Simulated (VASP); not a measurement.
Wanted: the native input for a VASP 6.6.1 run.

```yaml
Task: relaxation of cell and atoms
Functional: PBEsol
Potentials_or_basis: VASP PAW PBE potentials, release 64 (Hf_pv)
Cutoff: 600 eV
k_mesh: 17 × 17 × 17
Occupations: fermi-dirac, width 0.1 eV
Spin: no spin polarisation
Target_pressure: 71 GPa
Dipole_correction: no
Further_INCAR_settings: ALGO = Normal; EDIFF = 1e-06; IBRION = 2; EDIFFG = -0.005; NSW = 60; ISIF = 3
```

The structure of Hf lies in POSCAR:

```
Hf
1.0
   -1.5570786244      1.5570786244      1.5570786244
    1.5570786244     -1.5570786244      1.5570786244
    1.5570786244      1.5570786244     -1.5570786244
Hf
1
Direct
    0.0000000000      0.0000000000      0.0000000000
```

This isn't the form of Hf at room conditions, which is hcp.

One way to write it, as run:

INCAR

```
ALGO     = Normal         # electronic algorithm
EDIFF    = 1E-6           # SCF threshold, eV
EDIFFG   = -0.005         # ionic threshold
ENCUT    = 600            # plane-wave cutoff, eV
GGA      = PS             # functional
IBRION   = 2              # ionic algorithm
ISIF     = 3              # what is computed and relaxed
ISMEAR   = -1             # smearing method
LASPH    = T              # aspherical terms in the spheres
LCHARG   = F              # write CHGCAR
LREAL    = F              # projectors in reciprocal space
LWAVE    = F              # write WAVECAR
NELM     = 60             # most SCF steps
NSW      = 60             # ionic steps
PREC     = Accurate       # precision mode
PSTRESS  = 710.0        
SIGMA    = 0.1            # smearing width, eV
```

KPOINTS

```
k-points
0
Gamma
  17 17 17
```

Potentials or basis: VASP PAW PBE potentials, release 64 (Hf_pv).

The run is started by

```bash
$ cat potpaw_PBE.64/Hf_pv/POTCAR > POTCAR
$ mpirun -np 1 vasp_std > vasp.out
```

Results of the run:

| Quantity | Value |
| --- | --- |
| Relaxed volume | 14.75 Å³/atom |
| Relaxed cell | a = 2.676 Å, b = 2.676 Å, c = 2.676 Å, α = 109.47°, β = 109.47°, γ = 109.47° |
| Space group after relaxing (to 0.1 Å) | Im-3m (No. 229) |
| Energy change on relaxing (the run minimises the enthalpy) | +145.9 meV/atom |
| Ionic steps | 4 |
| Pressure after relaxing | 71.0 GPa |
| Band gap on the k mesh | zero (bands 5 and 6 overlap by 2.87 eV) |

Caveat: the cell is relaxed towards a set pressure, so the run minimises the enthalpy, not the energy; the PAW data sets were made with another functional, which shifts forces and pressure a little; spin-orbit coupling is left out, which moves the levels of the heavy elements.

Run time: 24 s on 1 thread of Intel(R) Xeon(R) 6975P-C (Granite Rapids), on a shared host, peak memory 0.17 GiB.
